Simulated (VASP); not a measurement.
# Sn in VASP: settings compared, part 2 of 2

VASP 6.6.1.

## 4. Electric field gradients, PBE (equal xx and yy strain of -2 %)

Input file INCAR:

```
ALGO = Normal
EDIFF = 1E-8
ENCUT = 400
GGA = PE
GGA_COMPAT = F
ISIF = 2
ISMEAR = -1
LASPH = T
LCHARG = F
LEFG = T
LREAL = F
LWAVE = F
NBANDS = 21
NELM = 120
PREC = Accurate
SIGMA = 0.05
```

Input file KPOINTS:

```
k-points
0
Gamma
  15 15 15
```

Input file POSCAR:

```
Sn
1.0
   -2.8575330000      2.8575330000      1.5906500000
    2.8575330000     -2.8575330000      1.5906500000
    2.8575330000      2.8575330000     -1.5906500000
Sn
2
Direct
    0.0000000000      0.0000000000      0.0000000000
    0.7500000000      0.2500000000      0.5000000000
```

Potentials or basis: VASP PAW PBE potentials, release 64 (Sn_d).

The run is started by

```
> cat potpaw_PBE.64/Sn_d/POTCAR > POTCAR
> mpirun -np 1 vasp_std > vasp.out
```

OUTCAR:

```text
EDIFF = 1E-8
   ENCUT = 400
   GGA = PE
   ISIF = 2
   ISMEAR = -1
   LASPH = T
   LREAL = F
   NELM = 120
   PREC = Accurate

 ion  position               nearest neighbor table
   1  0.000  0.000  0.000-   2 2.97   2 2.97   2 2.97   2 2.97   2 3.72   2 3.72   2 3.72   2 3.72

   2  0.750  0.250  0.500-   1 2.97   1 2.97   1 2.97   1 2.97   1 3.72   1 3.72   1 3.72   1 3.72

  LATTYP: Found a body centered tetragonal cell.
 ALAT       =     5.7150660000
 C/A-ratio  =     0.5566514892

  Lattice vectors:

 A1 = (  -2.8575330000,   2.8575330000,   1.5906500000)
 A2 = (   2.8575330000,  -2.8575330000,   1.5906500000)
 A3 = (   2.8575330000,   2.8575330000,  -1.5906500000)

Analysis of symmetry for initial positions (statically):
=====================================================================
 Subroutine PRICEL returns:
 Original cell was already a primitive cell.

 Routine SETGRP: Setting up the symmetry group for a
 body centered tetragonal supercell.

[... 766 lines left out ...]
      direct lattice vectors                 reciprocal lattice vectors
    -2.857533000  2.857533000  1.590650000     0.000000000  0.174976107  0.314336906
     2.857533000 -2.857533000  1.590650000     0.174976107  0.000000000  0.314336906
     2.857533000  2.857533000 -1.590650000     0.174976107  0.174976107  0.000000000

 POSITION                                       TOTAL-FORCE (eV/Angst)
 -----------------------------------------------------------------------------------
      0.00000      0.00000      0.00000        -0.000000      0.000000     -0.000000
      0.00000      2.85753      0.79532         0.000000     -0.000000      0.000000
 -----------------------------------------------------------------------------------
    total drift:                               -0.000000      0.000000      0.000000

  FREE ENERGIE OF THE ION-ELECTRON SYSTEM (eV)
  ---------------------------------------------------
  free  energy   TOTEN  =        -7.5316032249 eV

  energy  without entropy=       -7.5243437806  energy(sigma->0) =       -7.52797350

 Electric field gradients (V/A^2)
---------------------------------------------------------------------
 ion       V_xx      V_yy      V_zz      V_xy      V_xz      V_yz
---------------------------------------------------------------------
   1     -27.105   -27.105    54.210    -0.001    -0.002    -0.002
   2     -27.105   -27.105    54.210    -0.001    -0.002    -0.002
---------------------------------------------------------------------

 Electric field gradients after diagonalization (V/A^2)
 (convention: |V_zz| > |V_xx| > |V_yy|)
----------------------------------------------------------------------
 ion       V_xx      V_yy      V_zz     asymmetry (V_yy - V_xx)/ V_zz
----------------------------------------------------------------------
   1     -27.106   -27.104    54.210       0.000
   2     -27.106   -27.104    54.210       0.000
----------------------------------------------------------------------

           NMR quadrupolar parameters

 Cq : quadrupolar parameter    Cq=e*Q*V_zz/h
 eta: asymmetry parameters     (V_yy - V_xx)/ V_zz
 Q  : nuclear electric quadrupole moment in mb (millibarn)
----------------------------------------------------------------------
 ion       Cq(MHz)       eta       Q (mb)
----------------------------------------------------------------------
   1       0.131       0.000       1.000
   2       0.131       0.000       1.000
----------------------------------------------------------------------
```

It took 4.5 min on 1 thread of Oxide Virtual Turin-like, shared host; peak memory 0.25 GiB.

Results:

```
Free energy                             : -7.5316 eV
Pressure                                : 5.3 GPa
Band gap on the k mesh                  : zero (bands 14 and 15 overlap by 4.68 eV)
Largest electric field gradient by atom : Sn +54.2 V/Å²
```

Stress tensor (GPa, compression positive):
```
6.09 0.00 0.00
0.00 6.09 0.00
0.00 0.00 3.69
```

Electric field gradients, principal values (V/Å²):
```csv
atom,least,middle,greatest (by size)
1 Sn,-27.104,-27.106,54.210
2 Sn,-27.104,-27.106,54.210
```

Caveat: the cell differs from its parent crystal (equal xx and yy strain of -2 %); the cell stands under pressure; without QUAD_EFG the Cq values of the log hold for a quadrupole moment of 1 mb, not for the nuclei; spin-orbit coupling is left out, which moves the levels of the heavy elements.

## 5. Electric field gradients, PBE (equal xx and yy strain of +1 %)

Input file INCAR:

```
  PREC = Accurate
  ENCUT = 400
  EDIFF = 1E-8
  ISMEAR = -1
  SIGMA = 0.05
  LREAL = False
  LASPH = True
  NELM = 120
  ALGO = Normal
  ISIF = 2
  LWAVE = False
  LCHARG = False
  GGA = PE
  LEFG = True
  NBANDS = 21
  GGA_COMPAT = False
```

Input file KPOINTS:

```
regular mesh
0
Gamma
  15 15 15
```

Input file POSCAR:

```
Sn
1.0
   -2.9450085000      2.9450085000      1.5906500000
    2.9450085000     -2.9450085000      1.5906500000
    2.9450085000      2.9450085000     -1.5906500000
Sn
2
Direct
    0.0000000000      0.0000000000      0.0000000000
    0.7500000000      0.2500000000      0.5000000000
```

Potentials or basis: VASP PAW PBE potentials, release 64 (Sn_d).

The run is started by

```
> cat potpaw_PBE.64/Sn_d/POTCAR > POTCAR
> mpirun -np 1 vasp_std > vasp.out
```

OUTCAR:

```text
PREC = Accurate
   ENCUT = 400
   EDIFF = 1E-8
   ISMEAR = -1
   LREAL = False
   LASPH = True
   NELM = 120
   ISIF = 2
   GGA = PE

 ion  position               nearest neighbor table
   1  0.000  0.000  0.000-   2 3.05   2 3.05   2 3.05   2 3.05
   2  0.750  0.250  0.500-   1 3.05   1 3.05   1 3.05   1 3.05

  LATTYP: Found a body centered tetragonal cell.
 ALAT       =     5.8900170000
 C/A-ratio  =     0.5401172866

  Lattice vectors:

 A1 = (  -2.9450085000,   2.9450085000,   1.5906500000)
 A2 = (   2.9450085000,  -2.9450085000,   1.5906500000)
[... 790 lines left out ...]
  ---------------------------------------------------
  free  energy   TOTEN  =        -7.6077598230 eV

  energy  without entropy=       -7.6003987639  energy(sigma->0) =       -7.60407929

 Electric field gradients (V/A^2)
---------------------------------------------------------------------
 ion       V_xx      V_yy      V_zz      V_xy      V_xz      V_yz
---------------------------------------------------------------------
   1     -19.666   -19.666    39.332    -0.004    -0.003    -0.003
   2     -19.666   -19.666    39.332    -0.004    -0.003    -0.003
---------------------------------------------------------------------

 Electric field gradients after diagonalization (V/A^2)
 (convention: |V_zz| > |V_xx| > |V_yy|)
----------------------------------------------------------------------
 ion       V_xx      V_yy      V_zz     asymmetry (V_yy - V_xx)/ V_zz
----------------------------------------------------------------------
   1     -19.670   -19.662    39.332       0.000
   2     -19.670   -19.662    39.332       0.000
----------------------------------------------------------------------

           NMR quadrupolar parameters

 Cq : quadrupolar parameter    Cq=e*Q*V_zz/h
 eta: asymmetry parameters     (V_yy - V_xx)/ V_zz
 Q  : nuclear electric quadrupole moment in mb (millibarn)
----------------------------------------------------------------------
 ion       Cq(MHz)       eta       Q (mb)
----------------------------------------------------------------------
   1       0.095       0.000       1.000
   2       0.095       0.000       1.000
----------------------------------------------------------------------
```

stdout:

```text
POSCAR found type information on POSCAR Sn
 POSCAR found :  1 types and       2 ions
 scaLAPACK will be used
 LDA part: xc-table for (Slater+PW92), standard interpolation
 POSCAR, INCAR and KPOINTS ok, starting setup
 FFT: planning ... GRIDC
 FFT: planning ... GRID_SOFT
 FFT: planning ... GRID
 WAVECAR not read
 entering main loop
ion   1

ion   2
```

It took 5.7 min on 1 thread of Oxide Virtual Turin-like, shared host; peak memory 0.26 GiB.

What came out:

```
Free energy                             : -7.6078 eV
Pressure                                : 1.4 GPa
Band gap on the k mesh                  : zero (bands 14 and 15 overlap by 4.17 eV)
Largest electric field gradient by atom : Sn +39.3 V/Å²
```

Electric field gradients, principal values (V/Å²):
```csv
atom,least,middle,greatest (by size)
1 Sn,-19.662,-19.670,39.332
2 Sn,-19.662,-19.670,39.332
```

Caveat: the cell differs from its parent crystal (equal xx and yy strain of +1 %); without QUAD_EFG the Cq values of the log hold for a quadrupole moment of 1 mb, not for the nuclei; spin-orbit coupling is left out, which moves the levels of the heavy elements.

## 6. Summary

```tsv
level	cell	cutoff (eV)	smearing	gap on the mesh (eV)	pressure (GPa)
PBEsol	a = 4.420 Å, angles 97.4, 97.4, 137.8°, 2 atoms	520	tetrahedron	none	-0.2
PBE	a = 4.401, b = 4.401, c = 4.418 Å, angles 97.2, 97.2, 137.6°, 2 atoms	520	fermi-dirac 0.05 eV	none	2.6
PBE	a = 4.343 Å, angles 97.7, 97.7, 137.0°, 2 atoms	400	fermi-dirac 0.05 eV	none	5.3
PBE	a = 4.458 Å, angles 97.3, 97.3, 138.2°, 2 atoms	400	fermi-dirac 0.05 eV	none	1.4
```

Alike in all rows: task electric field gradients; potentials or basis VASP PAW PBE potentials, release 64 (Sn_d); no spin polarisation; k mesh 15 × 15 × 15.

Caveats: spin-orbit coupling is left out, which moves the levels of the heavy elements; the PAW data sets were made with another functional, which shifts forces and pressure a little (at least some runs); the cell stands under pressure (at least some runs).

Total energies depend on the potentials used, so only differences within one code and one set of settings carry meaning.
